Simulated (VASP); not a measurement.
# Na (Im-3m) in VASP: notebook

Runs on Na. Level: PBEsol. Tasks: relaxation of cell and atoms.

Program: VASP 6.6.1. These are calculated values, not measurements. Logs are shortened: lines on timing, memory, paths and dates and some standing lists are left out, and cuts for length are marked.

## Step 1: The cell of the first run

It takes space group Im-3m (No. 229, cubic). The conventional cell has a = 4.129 Å, b = 4.129 Å, c = 4.129 Å, α = 90.00°, β = 90.00°, γ = 90.00°. Na (site symmetry m-3m) has 14 Na at 3.58 to 4.13 Å within 4.7 Å.

## Step 2: Relaxation of cell and atoms, PBEsol, target pressure 0.29 GPa, at which the enthalpy is minimised

File INCAR:

```
SYSTEM = Na
PREC = Accurate
ENCUT = 600
EDIFF = 1E-7
ISMEAR = -1
SIGMA = 0.1
LREAL = .False.
LASPH = .True.
NELM = 100
ALGO = Normal
ISIF = 3
LWAVE = .False.
LCHARG = .False.
GGA = PS
IBRION = 2
NSW = 60
EDIFFG = -0.005
PSTRESS = 2.9
```

File KPOINTS:

```
Automatic mesh
0
Gamma
  13 13 13
  0 0 0
```

File POSCAR:

```
Na
1.0
   -2.0644408667      2.0644408667      2.0644408667
    2.0644408667     -2.0644408667      2.0644408667
    2.0644408667      2.0644408667     -2.0644408667
Na
1
Direct
    0.0000000000      0.0000000000      0.0000000000
```

Potentials or basis: VASP PAW PBE potentials, release 64 (Na_pv).

Run with:

```sh
$ cat potpaw_PBE.64/Na_pv/POTCAR > POTCAR
$ mpirun -np 1 vasp_std > vasp.out
```

OUTCAR:

```text
SYSTEM = Na
   PREC = Accurate
   ENCUT = 600
   EDIFF = 1E-7
   ISMEAR = -1
   LREAL = .False.
   LASPH = .True.
   NELM = 100
   ISIF = 3
   GGA = PS
   IBRION = 2
   NSW = 60
   EDIFFG = -0.005
   PSTRESS = 2.9

 ion  position               nearest neighbor table
   1  0.000  0.000  0.000-

  LATTYP: Found a body centered cubic cell.
 ALAT       =     4.1288817334

  Lattice vectors:

 A1 = (  -2.0644408667,   2.0644408667,   2.0644408667)
 A2 = (   2.0644408667,  -2.0644408667,   2.0644408667)
 A3 = (   2.0644408667,   2.0644408667,  -2.0644408667)

Analysis of symmetry for initial positions (statically):
=====================================================================
 Subroutine PRICEL returns:
 Original cell was already a primitive cell.

 Routine SETGRP: Setting up the symmetry group for a
 body centered cubic supercell.

 Subroutine GETGRP returns: Found 48 space group operations
 (whereof 48 operations were pure point group operations)
 out of a pool of 48 trial point group operations.

The static configuration has the point symmetry O_h .

Analysis of symmetry for dynamics (positions and initial velocities):
=====================================================================
 Subroutine PRICEL returns:
 Original cell was already a primitive cell.

 Routine SETGRP: Setting up the symmetry group for a
 body centered cubic supercell.

 Subroutine GETGRP returns: Found 48 space group operations
 (whereof 48 operations were pure point group operations)
 out of a pool of 48 trial point group operations.

The dynamic configuration has the point symmetry O_h .

 Subroutine INISYM returns: Found 48 space group operations
 (whereof 48 operations are pure point group operations),
 and found     1 'primitive' translations

----------------------------------------------------------------------------------------

                                     Primitive cell

  volume of cell :      35.1939

  direct lattice vectors                    reciprocal lattice vectors
    -2.064440867  2.064440867  2.064440867     0.000000000  0.242196329  0.242196329
     2.064440867 -2.064440867  2.064440867     0.242196329  0.000000000  0.242196329
     2.064440867  2.064440867 -2.064440867     0.242196329  0.242196329  0.000000000

  length of vectors
     3.575716470  3.575716470  3.575716470     0.342517334  0.342517334  0.342517334

  position of ions in fractional coordinates (direct lattice)
     0.000000000  0.000000000  0.000000000

  ion indices of the primitive-cell ions
   primitive index   ion index
                 1           1

----------------------------------------------------------------------------------------

 KPOINTS: Automatic mesh

Automatic generation of k-mesh.
 Grid dimensions read from file:
 generate k-points for:   13   13   13

 Generating k-lattice:

  Cartesian coordinates                     Fractional coordinates (reciprocal lattice)
     0.000000000  0.018630487  0.018630487     0.076923077  0.000000000  0.000000000
     0.018630487  0.000000000  0.018630487     0.000000000  0.076923077  0.000000000
     0.018630487  0.018630487  0.000000000     0.000000000  0.000000000  0.076923077

  Length of vectors
     0.026347487  0.026347487  0.026347487

  Shift w.r.t. Gamma in fractional coordinates (k-lattice)
     0.000000000  0.000000000  0.000000000

 Subroutine IBZKPT returns following result:
 ===========================================

 Found     84 irreducible k-points:

 Following reciprocal coordinates:
            Coordinates               Weight
  0.000000  0.000000  0.000000      1.000000
  0.076923  0.000000  0.000000     12.000000
  0.153846  0.000000  0.000000     12.000000
  0.230769  0.000000  0.000000     12.000000
  0.307692  0.000000  0.000000     12.000000
  0.384615  0.000000  0.000000     12.000000
[... 16 lines left out ...]
  0.153846  0.076923  0.076923     24.000000
  0.230769  0.076923  0.076923     24.000000
 [... further k-points ...]
   k-points           NKPTS =     84   k-points in BZ     NKDIM =     84   number of bands    NBANDS=      7
   number of dos      NEDOS =    301   number of ions     NIONS =      1
   total plane-waves  NPLWV =  27000
   dimension x,y,z NGX =    30 NGY =   30 NGZ =   30
   dimension x,y,z NGXF=    60 NGYF=   60 NGZF=   60
   ions per type =               1
   NGX,Y,Z   is equivalent  to a cutoff of  13.95, 13.95, 13.95 a.u.
   NGXF,Y,Z  is equivalent  to a cutoff of  27.90, 27.90, 27.90 a.u.
 SYSTEM =  Na
   PREC   = accura    normal or accurate (medium, high low for compatibility)
   ISTART =      0    job   : 0-new  1-cont  2-samecut
   ICHARG =      2    charge: 1-file 2-atom 10-const
   ISPIN  =      1    spin polarized calculation?
   LNONCOLLINEAR =      F non collinear calculations
   LSORBIT =      F    spin-orbit coupling
   LASPH  =      T    aspherical Exc in radial PAW
   ENCUT  =  600.0 eV  44.10 Ry    6.64 a.u.   7.14  7.14  7.14*2*pi/ulx,y,z
   NELM   =    100;   NELMIN=  2; NELMDL= -5     # of ELM steps
   EDIFF  = 0.1E-06   stopping-criterion for ELM
   LREAL  =      F    real-space projection
   EDIFFG = -.5E-02   stopping-criterion for IOM
   NSW    =     60    number of steps for IOM
   IBRION =      2    ionic relax: 0-MD 1-quasi-New 2-CG
   NFREE  =      1    steps in history (QN), initial steepest desc. (CG)
   ISIF   =      3    stress and relaxation
   ISYM   =      2    0-nonsym 1-usesym 2-fastsym
   POTIM  = 0.5000    time-step for ionic-motion
   TEBEG  =    0.0;   TEEND  =   0.0 temperature during run
   PSTRESS=    2.9 pullay stress
   NELECT =       7.0000    total number of electrons
   NUPDOWN=      -1.0000    fix difference up-down
   EMIN   =  10.00;   EMAX   =-10.00  energy-range for DOS
   EFERMI =   0.00;   METHOD = LEGACY
   ISMEAR =    -1;   SIGMA  =   0.10  broadening in eV -4-tet -1-fermi 0-gaus
   EFERMI_NEDOS =   21; number of points for ismear=-14 and -15
   IALGO  =     38    algorithm
   IMIX   =      4    mixing-type and parameters
     AMIX     =   0.40;   BMIX     =  1.00
     AMIX_MAG =   1.60;   BMIX_MAG =  1.00
  volume/ion in A,a.u.               =      35.19       237.50
  Fermi-wavevector in a.u.,A,eV,Ry     =   0.955620  1.805859 12.424961  0.913209
  Thomas-Fermi vector in A             =   2.084474
   LORBIT       =      0    0 simple, 1 ext, 2 COOP (PROOUT), +10 PAW based schemes
   GGA     = PS    functional components
   LHFCALC =     F    Hartree Fock is set to
   AEXX    =    0.0000 exact exchange contribution
   IVDW    =     0    specifies the selected vdW correction
   LEPSILON=     F    determine dielectric tensor
   LRPA    =     F    only Hartree local field effects (RPA)
 conjugate gradient relaxation of ions
 non-spin polarized calculation
  energy-cutoff  :      600.00
  volume of cell :       35.19
 maximum number of plane-waves:      1205
 NGX is ok and might be reduce to    30
   NGX = 15   NGY = 15   NGZ = 15

--------------------------------------- Ionic step        1  -------------------------------------------

 number of electron       7.0000001 magnetization

 Free energy of the ion-electron system (eV)
  ---------------------------------------------------
  ext. energy  EPLUGINS =         0.00000000
  ---------------------------------------------------
  free energy    TOTEN  =        -1.40576334 eV

  energy without entropy =       -1.38996799  energy(sigma->0) =       -1.39786567

------------------------ aborting loop because EDIFF is reached ----------------------------------------

  FORCE on cell =-STRESS in cart. coord.  units (eV):
  Direction    XX          YY          ZZ          XY          YZ          ZX
  --------------------------------------------------------------------------------------
  -------------------------------------------------------------------------------------
  Total        0.0568245      0.0568245      0.0568245      0.0000000     -0.0000000      0.0000000
  in kB        2.5868949      2.5868949      2.5868949      0.0000000     -0.0000000      0.0000000
  external PRESSURE =      -0.3131051 kB  Pullay stress =       2.9000000 kB

 VOLUME and BASIS-vectors are now :
 -----------------------------------------------------------------------------
  energy-cutoff  :      600.00
  volume of cell :       35.19
      direct lattice vectors                 reciprocal lattice vectors
    -2.064440867  2.064440867  2.064440867     0.000000000  0.242196329  0.242196329
     2.064440867 -2.064440867  2.064440867     0.242196329  0.000000000  0.242196329
     2.064440867  2.064440867 -2.064440867     0.242196329  0.242196329  0.000000000

 POSITION                                       TOTAL-FORCE (eV/Angst)
 -----------------------------------------------------------------------------------
      0.00000      0.00000      0.00000        -0.000000      0.000000      0.000000
 -----------------------------------------------------------------------------------
    total drift:                               -0.000000     -0.000000      0.000000

  FREE ENERGIE OF THE ION-ELECTRON SYSTEM (eV)
  ---------------------------------------------------
  free  energy   TOTEN  =        -1.4057633441 eV

  energy  without entropy=       -1.3899679928  energy(sigma->0) =       -1.39786567

  enthalpy is  TOTEN    =        -1.3420610974 eV   P V=        0.0637022467

--------------------------------------- Ionic step        2  -------------------------------------------

 number of electron       7.0000001 magnetization

 Free energy of the ion-electron system (eV)
  ---------------------------------------------------
  ext. energy  EPLUGINS =         0.00000000
  ---------------------------------------------------
  free energy    TOTEN  =        -1.40570546 eV

  energy without entropy =       -1.38991825  energy(sigma->0) =       -1.39781185

 E-fermi :   0.4786     XC(G=0):  -6.6426

 val. band max:        0.4178614261   @ k =  -0.3077   0.3077   0.3077
 cond. band min:       0.5133904665   @ k =  -0.3846   0.4615   0.0769
 fundamental gap:      0.0955290404
 Fermi energy:         0.4786443349

 k-point     1 :       0.0000    0.0000    0.0000
  band No.  band energies     occupation
      1     -24.2852      2.00000
      2     -24.2852      2.00000
      3     -24.2852      2.00000
      4      -2.9318      2.00000
      5      12.5399      0.00000
      6      12.5399      0.00000
      7      12.5399      0.00000

 k-point     2 :       0.0769    0.0000    0.0000
  band No.  band energies     occupation
      1     -24.2877      2.00000
      2     -24.2860      2.00000
      3     -24.2851      2.00000
      4      -2.8235      2.00000
      5      11.1765      0.00000
      6      11.8697      0.00000
      7      12.1649      0.00000

 k-point     3 :       0.1538    0.0000    0.0000
  band No.  band energies     occupation
      1     -24.2946      2.00000
      2     -24.2883      2.00000
      3     -24.2851      2.00000
      4      -2.5002      2.00000
      5       9.1043      0.00000
      6      10.9284      0.00000
      7      11.5144      0.00000

 k-point     4 :       0.2308    0.0000    0.0000
  band No.  band energies     occupation
      1     -24.3044      2.00000
      2     -24.2916      2.00000
      3     -24.2851      2.00000
      4      -1.9663      2.00000
      5       7.1333      0.00000
      6      10.1298      0.00000
      7      10.9241      0.00000

 k-point     5 :       0.3077    0.0000    0.0000
  band No.  band energies     occupation
      1     -24.3148      2.00000
      2     -24.2950      2.00000
      3     -24.2851      2.00000
      4      -1.2284      2.00000
      5       5.3155      0.00000
      6       9.5209      0.00000
      7      10.4662      0.00000
[... 161 lines left out ...]
 k-point    22 :       0.0769    0.0769    0.0769
  band No.  band energies     occupation
      1     -24.2996      2.00000
      2     -24.2870      2.00000
      3     -24.2870      2.00000
      4      -2.2859      2.00000
      5       9.0144      0.00000
      6       9.0144      0.00000
      7      10.3021      0.00000

 k-point    23 :       0.1538    0.0769    0.0769
  band No.  band energies     occupation
      1     -24.3079      2.00000
      2     -24.2903      2.00000
      3     -24.2871      2.00000
      4      -1.7543      2.00000
      5       7.2268      0.00000
      6       8.2297      0.00000
      7       9.4672      0.00000

 k-point    24 :       0.2308    0.0769    0.0769
  band No.  band energies     occupation
      1     -24.3159      2.00000
      2     -24.2946      2.00000
      3     -24.2872      2.00000
      4      -1.0197      2.00000
      5       5.4686      0.00000
      6       7.6407      0.00000
      7       8.8827      0.00000

 [... further k-points ...]
[... 5 lines left out ...]
  --------------------------------------------------------------------------------------
  -------------------------------------------------------------------------------------
  Total        0.0602870      0.0602870      0.0602870      0.0000000     -0.0000000      0.0000000
  in kB        2.7472550      2.7472550      2.7472550      0.0000000     -0.0000000      0.0000000
  external PRESSURE =      -0.1527450 kB  Pullay stress =       2.9000000 kB

 VOLUME and BASIS-vectors are now :
 -----------------------------------------------------------------------------
  energy-cutoff  :      600.00
  volume of cell :       35.16
      direct lattice vectors                 reciprocal lattice vectors
    -2.063755882  2.063755882  2.063755882     0.000000000  0.242276717  0.242276717
     2.063755882 -2.063755882  2.063755882     0.242276717  0.000000000  0.242276717
     2.063755882  2.063755882 -2.063755882     0.242276717  0.242276717  0.000000000

 POSITION                                       TOTAL-FORCE (eV/Angst)
 -----------------------------------------------------------------------------------
     -0.00000      0.00000      0.00000        -0.000000     -0.000000      0.000000
 -----------------------------------------------------------------------------------
    total drift:                               -0.000000     -0.000000      0.000000

  FREE ENERGIE OF THE ION-ELECTRON SYSTEM (eV)
  ---------------------------------------------------
  free  energy   TOTEN  =        -1.4057054636 eV

  energy  without entropy=       -1.3899182457  energy(sigma->0) =       -1.39781185

  enthalpy is  TOTEN    =        -1.3420666053 eV   P V=        0.0636388583

 reached required accuracy - stopping structural energy minimisation
```

Run time: 12 s. Hardware: 1 thread of Intel Xeon 6975P-C (Granite Rapids), shared host; peak memory 0.16 GiB.

Results:

- Free energy: -1.4057 eV
- Relaxed volume: 35.16 Å³/atom
- Relaxed cell: a = 3.575 Å, b = 3.575 Å, c = 3.575 Å, α = 109.47°, β = 109.47°, γ = 109.47°
- Space group after relaxing (to 0.1 Å): Im-3m (No. 229)
- Energy change on relaxing (the run minimises the enthalpy): +0.1 meV/atom
- Ionic steps: 2
- Pressure after relaxing: 0.3 GPa
- Band gap on the k mesh: zero (an odd number of electrons rules out a gap without spin polarisation)

Final structure:
```yaml
crystal:
  lattice:
    - [-2.06376, 2.06376, 2.06376]
    - [2.06376, -2.06376, 2.06376]
    - [2.06376, 2.06376, -2.06376]
  atoms:
    - { symbol: Na, position: [0.00000, 0.00000, 0.00000] }
```

Levels at points of the mesh, in eV from the Fermi level:
| k point | band 1 | band 2 | band 3 | band 4 | band 5 | band 6 | band 7 |
| --- | --- | --- | --- | --- | --- | --- | --- |
| (0.00, 0.00, 0.00) | -24.76 | -24.76 | -24.76 | -3.41 | 12.06 | 12.06 | 12.06 |

Caveat: the cell is relaxed towards a set pressure, so the run minimises the enthalpy, not the energy; the PAW data sets were made with another functional, which shifts forces and pressure a little.

## Step 3: Relaxation of cell and atoms, PBEsol, target pressure 0.29 GPa, at which the enthalpy is minimised

File INCAR:

```
  ALGO = Normal
  EDIFF = 1E-7
  EDIFFG = -0.005
  ENCUT = 600
  GGA = PS
  IBRION = 2
  ISIF = 3
  ISMEAR = -1
  LASPH = True
  LCHARG = False
  LREAL = False
  LWAVE = False
  NELM = 100
  NSW = 32
  PREC = Accurate
  PSTRESS = 2.9
  SIGMA = 0.1
```

File KPOINTS:

```
k-points
0
Gamma
  13 13 13
```

POSCAR is that of step 2.

Potentials or basis: VASP PAW PBE potentials, release 64 (Na_pv).

Run with:

```sh
$ cat potpaw_PBE.64/Na_pv/POTCAR > POTCAR
$ mpirun -np 1 vasp_std > vasp.out
```

Run time: 12 s. Hardware: 1 thread of Intel Xeon 6975P-C (Granite Rapids), shared host; peak memory 0.16 GiB.

It converged, with:

| Property | Result |
| --- | --- |
| Free energy | -1.4057 eV |
| Relaxed volume | 35.16 Å³/atom |
| Relaxed cell | a = 3.575 Å, b = 3.575 Å, c = 3.575 Å, α = 109.47°, β = 109.47°, γ = 109.47° |
| Space group after relaxing (to 0.1 Å) | Im-3m (No. 229) |
| Energy change on relaxing (the run minimises the enthalpy) | +0.1 meV/atom |
| Ionic steps | 2 |
| Pressure after relaxing | 0.3 GPa |
| Band gap on the k mesh | zero (an odd number of electrons rules out a gap without spin polarisation) |

Final structure:
```
Na
1.0
    -2.06376    2.06376    2.06376
     2.06376   -2.06376    2.06376
     2.06376    2.06376   -2.06376
Na
1
Direct
  0.00000 0.00000 0.00000
```

Levels at points of the mesh, in eV from the Fermi level:
```tsv
k point	band 1	band 2	band 3	band 4	band 5	band 6	band 7
(0.00, 0.00, 0.00)	-24.76	-24.76	-24.76	-3.41	12.06	12.06	12.06
```

Caveat: the cell is relaxed towards a set pressure, so the run minimises the enthalpy, not the energy; the PAW data sets were made with another functional, which shifts forces and pressure a little.
